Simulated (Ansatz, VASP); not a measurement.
## One calculation of LiCl, two programs

```xyz
2
Lattice="0.0000 2.5560 2.4538 2.5560 0.0000 2.4538 2.5560 2.5560 0.0000" Properties=species:S:1:pos:R:3 pbc="T T T"
Li    0.0000    0.0000    0.0000
Cl    2.5560    2.5560    2.4538
```

Change from the starting cell: uniaxial_z strain -4.0%.

Alike in both runs: task single point; functional PBE; k mesh 8 × 8 × 8; occupations fermi-dirac, width 0.02 eV; no spin polarisation.

```csv
,VASP,Ansatz
version,VASP 6.6.1,Ansatz 0.2.0
potentials or method,"VASP PAW PBE potentials, release 64 (Li_sv, Cl)","plane waves, PAW"
plane-wave cutoff (eV),520,420
valence electrons in the cell,10,10
```

Ansatz gave:

| Quantity | Value |
| --- | --- |
| gap on the k mesh at the Fermi level (eV) | 6.59 |

Q: What did VASP give for the same quantities?

A: gap on the k mesh at the Fermi level (eV): 6.60.

Noted on VASP's run: the cutoff is short for stress, so the pressure is rough.
